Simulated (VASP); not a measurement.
Crystal: BeTe.

```xyz
2
Lattice="-1.6251 2.2494 3.1304 1.6251 -2.2494 3.1304 1.6251 2.2494 -3.1304" Properties=species:S:1:pos:R:3 pbc="T T T"
Be    0.0000    0.0000    3.1304
Te    0.0000    0.0000    0.0000
```

* Program: VASP 6.6.1
* Task: relaxation of cell and atoms
* Functional: PBE
* Potentials or basis: VASP PAW PBE potentials, release 64 (Be, Te)
* Cutoff: 600 eV
* k mesh: 6 × 6 × 6
* Occupations: gaussian, width 0.1 eV
* Spin: no spin polarisation

At the start: pressure -5.4 GPa; volume 22.89 Å³/atom.

**Question.** Where does the relaxation end?

**Answer.** Over 11 steps the energy falls by 334.2 meV/atom and the volume is 19.25 Å³/atom (-15.9 %); space group I4/mmm (No. 139, to 0.05 Å).

Step by step:
```tsv
step	energy change (eV)	largest force (eV/Å)	pressure (GPa)	volume (Å³)
1	0.0000	0.0000	-5.41	45.77
2	-0.4063	0.0000	-2.13	40.69
3	-0.5435	0.0000	2.06	37.68
4	-0.3283	0.0000	18.97	31.79
5	-0.5653	0.0000	4.92	36.18
6	-0.6579	0.0000	0.73	38.09
7	-0.6653	0.0000	-0.59	38.88
8	-0.6660	0.0000	-0.32	38.71
9	-0.6680	0.0000	-0.06	38.54
10	-0.6680	0.0000	-0.02	38.52
11	-0.6685	0.0000	0.00	38.50
```

Final structure:
```cif
data_structure
_symmetry_space_group_name_H-M 'P 1'
_symmetry_Int_Tables_number 1
_cell_length_a 3.7835
_cell_length_b 3.7835
_cell_length_c 3.7835
_cell_angle_alpha 119.621
_cell_angle_beta 119.682
_cell_angle_gamma 90.604
_cell_volume 38.50
loop_
_atom_site_label
_atom_site_type_symbol
_atom_site_fract_x
_atom_site_fract_y
_atom_site_fract_z
_atom_site_occupancy
Be1 Be 0.50000 0.50000 0.00000 1
Te1 Te 0.00000 0.00000 0.00000 1
```

Caveat: the k points lie up to 0.39 Å⁻¹ apart in the final cell; the volume moved by over 15 % at a fixed basis, so the end points are rough.
